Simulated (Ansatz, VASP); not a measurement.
Si6Mo19 in VASP and in Ansatz

```
Mo Si
1.0
     4.86159    0.00000    0.00000
     0.00000    4.86159    0.00000
     0.00000    0.00000   29.58476
Mo Si
19 6
Direct
  0.00000 0.50000 0.25351
  0.25000 0.00000 0.29459
  0.75000 0.00000 0.29459
  0.00000 0.50000 0.33567
  0.50000 0.25000 0.37675
  0.50000 0.75000 0.37675
  0.00000 0.50000 0.41784
  0.25000 0.00000 0.45892
  0.75000 0.00000 0.45892
  0.00000 0.50000 0.50000
  0.50000 0.25000 0.54108
  0.50000 0.75000 0.54108
  0.00000 0.50000 0.58216
  0.25000 0.00000 0.62325
  0.75000 0.00000 0.62325
  0.00000 0.50000 0.66433
  0.50000 0.25000 0.70541
  0.50000 0.75000 0.70541
  0.00000 0.50000 0.74649
  0.50000 0.50000 0.29459
  0.00000 0.00000 0.37675
  0.50000 0.50000 0.45892
  0.00000 0.00000 0.54108
  0.50000 0.50000 0.62325
  0.00000 0.00000 0.70541
```

Alike in both runs: task single point; functional PBEsol; k mesh 7 × 7 × 1; occupations gaussian, width 0.1 eV; no spin polarisation.

|  | VASP | Ansatz |
| --- | --- | --- |
| version | VASP 6.6.1 | Ansatz 0.2.0 |
| potentials or method | VASP PAW PBE potentials, release 64 (Mo_sv, Si), cutoff 520 eV | scalar-relativistic, plane waves, PAW |
| valence electrons in the cell | 290 | 290 |

Ansatz gave:

| Quantity | Value |
| --- | --- |
| gap on the k mesh at the Fermi level (eV) | none |
| rms of the force components (eV/Å) | 0.490 |
| work function, face that differs most (eV) | 4.01 |

Question: Estimate VASP's values.

Answer: gap on the k mesh at the Fermi level (eV): none; rms of the force components (eV/Å): 0.485; work function, face that differs most (eV): 4.01.

VASP's potentials were made for PBE, not for PBEsol. A gap of «none» marks a metal or a gap that the smearing closes. Ansatz's warnings: xc potential rough in thin density.
